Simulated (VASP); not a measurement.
Input of a VASP 6.6.1 run:

The input INCAR:

```
ALGO = Normal
EDIFF = 1E-6
ENCUT = 570
GGA_COMPAT = F
ISIF = 2
ISMEAR = 0
LASPH = T
LCHARG = F
LREAL = F
LWAVE = F
NBANDS = 26
NELM = 120
PREC = Accurate
SIGMA = 0.1
```

The input KPOINTS:

```
k-points
0
Gamma
  14 14 12
```

POSCAR

```
HgPt
1.0
    2.9530325930      0.0000000000      0.0000000000
    0.0000000000      2.9530325930      0.0000000000
    0.0000000000      0.0000000000      3.8386145115
Hg Pt
1 1
Direct
    0.0000000000      0.0000000000      0.0000000000
    0.5000000000      0.5000000000      0.5000000000
```

Potentials or basis: VASP PAW LDA potentials, release 64 (Hg_sv_GW, Pt_sv_GW).

Launch:

```sh
$ cat potpaw_LDA.64/Hg_sv_GW/POTCAR potpaw_LDA.64/Pt_sv_GW/POTCAR > POTCAR
$ mpirun -np 1 vasp_std > vasp.out
```

Task: What does it give for the band gap on the k mesh?

Result: Zero (bands 19 and 20 overlap by 3.94 eV).

Task: What does it give for the pressure?

Result: 0.1 GPa.

Stress tensor (GPa, compression positive):
```
0.18 0.00 0.00
0.00 0.18 0.00
0.00 0.00 0.03
```

Caveat: spin-orbit coupling is left out, which moves the levels of the heavy elements.
